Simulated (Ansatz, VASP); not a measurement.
**Two plane-wave programs on VGe3**

```
CELL_PARAMETERS angstrom
4.57318 0.00000 0.00000
-2.28659 3.96049 0.00000
0.00000 0.00000 4.78461
ATOMIC_POSITIONS crystal
V 0.00000 0.00000 0.00000
Ge 0.00000 0.00000 0.50000
Ge 0.33333 0.66667 0.00000
Ge 0.66667 0.33333 0.00000
```

Alike in both runs: functional PBE; k mesh 12 × 12 × 10; occupations gaussian, width 0.1 eV; no spin polarisation.

Ansatz relaxed the structure, and its values are those at the end. VASP's run is a single point on that final structure, the one shown.

|  | VASP | Ansatz |
| --- | --- | --- |
| version | VASP 6.6.1 | Ansatz 0.2.0 |
| potentials or method | VASP PAW PBE potentials, release 64 (V_sv, Ge_d), cutoff 500 eV | scalar-relativistic, plane waves, PAW |
| valence electrons in the cell | 55 | 55 |

```csv
,VASP,Ansatz,Ansatz less VASP
gap on the k mesh at the Fermi level (eV),none,none,-
pressure (GPa),0.0,0.0,+0.03
```

A gap of «none» marks a metal or a gap that the smearing closes. The functional is the same, so the differences come from potentials, cutoffs and numerics.
